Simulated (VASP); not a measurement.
Set up this calculation in VASP 6.6.1, as the native input.

| Item | Value |
| --- | --- |
| Task | single point |
| Functional | PBE |
| Potentials or basis | VASP PAW PBE potentials, release 64 (I, Na_pv) |
| Cutoff | 520 eV |
| k mesh | 11 × 11 × 11 |
| Occupations | fermi-dirac, width 0.02 eV |
| Spin | no spin polarisation |
| Dipole correction | no |
| Further INCAR settings | ALGO = Normal; EDIFF = 1e-06; NBANDS = 14 |

The structure of NaI lies in POSCAR:

```
NaI
1.0
    0.0000000000      3.1703324822      3.1703324822
    3.1703324822      0.0000000000      3.1703324822
    3.1703324822      3.1703324822      0.0000000000
I Na
1 1
Direct
    0.5000000000      0.5000000000      0.5000000000
    0.0000000000      0.0000000000      0.0000000000
```

One way to write it, as run:

INCAR

```
  PREC = Accurate
  ENCUT = 520
  EDIFF = 1E-6
  ISMEAR = -1
  SIGMA = 0.02
  LREAL = False
  LASPH = True
  NELM = 100
  ALGO = Normal
  ISIF = 2
  LWAVE = False
  LCHARG = True
  GGA = PE
  LELF = True
  LVHAR = True
  NBANDS = 14
```

KPOINTS

```
Automatic mesh
0
Gamma
  11 11 11
```

Potentials or basis: VASP PAW PBE potentials, release 64 (I, Na_pv).

The run is started by

```bash
$ cat potpaw_PBE.64/I/POTCAR potpaw_PBE.64/Na_pv/POTCAR > POTCAR
$ mpirun -np 1 vasp_std > vasp.out
```

It gave:

| Property | Result |
| --- | --- |
| Pressure | 1.7 GPa |
| Band gap on the k mesh | 3.81 eV, direct |

Caveat: spin-orbit coupling is left out, which moves the levels of the heavy elements.

It took 17 s on 1 thread of Intel(R) Xeon(R) 6975P-C (Granite Rapids) (shared host), peak memory 0.22 GiB.
